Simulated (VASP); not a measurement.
# Mg3CdTe4 (P-3m1) in VASP: a series of runs, part 2 of 2

VASP 6.6.1. Earlier steps stand in the parts before.

### Step 3. Single point, PBE (25.68 Å³/atom)

This run uses another cell than the first one, of 25.68 Å³/atom.

INCAR reads:

```
SYSTEM = Mg3CdTe4
  PREC = Accurate
  ENCUT = 520
  EDIFF = 1E-7
  ISMEAR = 0
  SIGMA = 0.02
  LREAL = .False.
  LASPH = .True.
  NELM = 100
  ALGO = Normal
  ISIF = 2
  LWAVE = .False.
  LCHARG = .False.
  GGA = PE
  NBANDS = 31
```

KPOINTS reads:

```
Automatic mesh
0
Gamma
  12 12 4
  0 0 0
```

POSCAR reads:

```
Mg3CdTe4
1.0
    4.1769833298      0.0000000283      0.0000000000
   -2.0884916894      3.6173736607      0.0000000000
    0.0000000000      0.0000000000     13.5972018162
Mg Cd Te
3 1 4
Direct
    0.0000000000      0.0000000000      0.0000000000
    0.0000000000      0.0000000000      0.7526342341
    0.0000000000      0.0000000000      0.2473657659
    0.0000000000      0.0000000000      0.5000000000
    0.3333333333      0.6666666667      0.8765896665
    0.3333333333      0.6666666667      0.3692391877
    0.6666666667      0.3333333333      0.1234103335
    0.6666666667      0.3333333333      0.6307608123
```

Potentials or basis: VASP PAW PBE potentials, release 64 (Mg, Cd, Te).

Launch:

```
$ cat potpaw_PBE.64/Mg/POTCAR potpaw_PBE.64/Cd/POTCAR potpaw_PBE.64/Te/POTCAR > POTCAR
$ mpirun -np 1 vasp_std > vasp.out
```

OUTCAR:

```text
SYSTEM = Mg3CdTe4
   PREC = Accurate
   ENCUT = 520
   EDIFF = 1E-7
   ISMEAR = 0
   LREAL = .False.
   LASPH = .True.
   NELM = 100
   ISIF = 2
   GGA = PE

 ion  position               nearest neighbor table
   1  0.000  0.000  0.000-   5 2.94   7 2.94   7 2.94   5 2.94   7 2.94   5 2.94   2 3.36   3 3.36

   2  0.000  0.000  0.753-   8 2.93   8 2.93   8 2.93   5 2.94   5 2.94   5 2.94   1 3.36   4 3.44

   3  0.000  0.000  0.247-   6 2.93   6 2.93   6 2.93   7 2.94   7 2.94   7 2.94   1 3.36   4 3.44

   4  0.000  0.000  0.500-   6 3.00   8 3.00   8 3.00   6 3.00   8 3.00   6 3.00   2 3.44   3 3.44

   5  0.333  0.667  0.877-   1 2.94   1 2.94   1 2.94   2 2.94   2 2.94   2 2.94
   6  0.333  0.667  0.369-   3 2.93   3 2.93   3 2.93   4 3.00   4 3.00   4 3.00
   7  0.667  0.333  0.123-   1 2.94   1 2.94   1 2.94   3 2.94   3 2.94   3 2.94
   8  0.667  0.333  0.631-   2 2.93   2 2.93   2 2.93   4 3.00   4 3.00   4 3.00

  LATTYP: Found a hexagonal cell.
 ALAT       =     4.1769833298
 C/A-ratio  =     3.2552683941

  Lattice vectors:

 A1 = (   4.1769833298,   0.0000000283,   0.0000000000)
 A2 = (  -2.0884916894,   3.6173736607,   0.0000000000)
 A3 = (   0.0000000000,   0.0000000000,  13.5972018162)

Analysis of symmetry for initial positions (statically):
=====================================================================
 Subroutine PRICEL returns:
 Original cell was already a primitive cell.

 Routine SETGRP: Setting up the symmetry group for a
 hexagonal supercell.

 Subroutine GETGRP returns: Found 12 space group operations
 (whereof 12 operations were pure point group operations)
 out of a pool of 24 trial point group operations.

The static configuration has the point symmetry D_3d.

Analysis of symmetry for dynamics (positions and initial velocities):
=====================================================================
 Subroutine PRICEL returns:
 Original cell was already a primitive cell.

 Routine SETGRP: Setting up the symmetry group for a
 hexagonal supercell.

 Subroutine GETGRP returns: Found 12 space group operations
[... 141 lines left out ...]
   LHFCALC =     F    Hartree Fock is set to
   AEXX    =    0.0000 exact exchange contribution
   IVDW    =     0    specifies the selected vdW correction
   LEPSILON=     F    determine dielectric tensor
   LRPA    =     F    only Hartree local field effects (RPA)
 non-spin polarized calculation
 Gauss-broadening in eV      SIGMA  =   0.02
  energy-cutoff  :      520.00
  volume of cell :      205.45
 maximum number of plane-waves:      5577
 NGX is ok and might be reduce to    32
   NGX = 15   NGY = 15   NGZ = 51

 number of electron      41.9999997 magnetization

 Free energy of the ion-electron system (eV)
  ---------------------------------------------------
  ext. energy  EPLUGINS =         0.00000000
  ---------------------------------------------------
  free energy    TOTEN  =       -23.14686154 eV

  energy without entropy =      -23.14686154  energy(sigma->0) =      -23.14686154

 E-fermi :   4.9389     XC(G=0):  -9.4161

 val. band max:        4.8259068760   @ k =   0.0000   0.0833   0.2500
 cond. band min:       5.1603963995   @ k =   0.3333   0.3333   0.0000
 fundamental gap:      0.3344895235
 Fermi energy:         4.9389335085

 k-point     1 :       0.0000    0.0000    0.0000
  band No.  band energies     occupation
      1      -6.9009      2.00000
      2      -6.3909      2.00000
      3      -6.3708      2.00000
      4      -5.6541      2.00000
      5      -3.6417      2.00000
      6      -3.6417      2.00000
[... 805 lines left out ...]
     30      10.1607      0.00000
     31      10.4124      0.00000

 [... further k-points ...]

------------------------ aborting loop because EDIFF is reached ----------------------------------------

  FORCE on cell =-STRESS in cart. coord.  units (eV):
  Direction    XX          YY          ZZ          XY          YZ          ZX
  --------------------------------------------------------------------------------------
  -------------------------------------------------------------------------------------
  Total        4.2377742      4.2377742      4.1884285      0.0000000      0.0000000      0.0000000
  in kB       33.0478135     33.0478135     32.6629966      0.0000000      0.0000000      0.0000000
  external PRESSURE =      32.9195412 kB  Pullay stress =       0.0000000 kB

 VOLUME and BASIS-vectors are now :
 -----------------------------------------------------------------------------
  energy-cutoff  :      520.00
  volume of cell :      205.45
      direct lattice vectors                 reciprocal lattice vectors
     4.176983330  0.000000028  0.000000000     0.239407227  0.138221829  0.000000000
    -2.088491689  3.617373661  0.000000000    -0.000000002  0.276443655  0.000000000
     0.000000000  0.000000000 13.597201816     0.000000000  0.000000000  0.073544543

 POSITION                                       TOTAL-FORCE (eV/Angst)
 -----------------------------------------------------------------------------------
      0.00000      0.00000      0.00000         0.000000     -0.000000     -0.000000
      0.00000      0.00000     10.23372         0.000000     -0.000000      0.003262
      0.00000      0.00000      3.36348         0.000000     -0.000000     -0.003262
      0.00000      0.00000      6.79860         0.000000     -0.000000     -0.000000
     -0.00000      2.41158     11.91917        -0.000000     -0.000000      0.000123
     -0.00000      2.41158      5.02062        -0.000000     -0.000000     -0.025311
      2.08849      1.20579      1.67804         0.000000      0.000000     -0.000123
      2.08849      1.20579      8.57658        -0.000000     -0.000000      0.025311
 -----------------------------------------------------------------------------------
    total drift:                                0.000000     -0.000000      0.000000

  FREE ENERGIE OF THE ION-ELECTRON SYSTEM (eV)
  ---------------------------------------------------
  free  energy   TOTEN  =       -23.1468615379 eV

  energy  without entropy=      -23.1468615379  energy(sigma->0) =      -23.14686154
```

stdout:

```text
POSCAR found type information on POSCAR MgCdTe
 POSCAR found :  3 types and       8 ions
 scaLAPACK will be used
 LDA part: xc-table for (Slater+PW92), standard interpolation
 POSCAR, INCAR and KPOINTS ok, starting setup
 FFT: planning ... GRIDC
 FFT: planning ... GRID_SOFT
 FFT: planning ... GRID
 WAVECAR not read
 entering main loop
```

It took 7.8 min on 1 thread of Oxide Virtual Turin-like, shared host; peak memory 0.58 GiB.

Results:

* Free energy: -23.1469 eV
* Pressure: 3.3 GPa
* Largest force: 0.025 eV/Å
* Band gap on the k mesh: 0.33 eV (least direct gap 0.90 eV)

Forces in eV/Å, atoms in the order of the input:
```
Mg   0.000  0.000  0.000
Mg   0.000  0.000  0.003
Mg   0.000  0.000 -0.003
Cd   0.000  0.000  0.000
Te   0.000  0.000  0.000
Te   0.000  0.000 -0.025
Te   0.000  0.000  0.000
Te   0.000  0.000  0.025
```

Caveat: the cell stands under pressure; semilocal functionals underestimate gaps, and a narrow one can read as zero; spin-orbit coupling is left out, which moves the levels of the heavy elements.
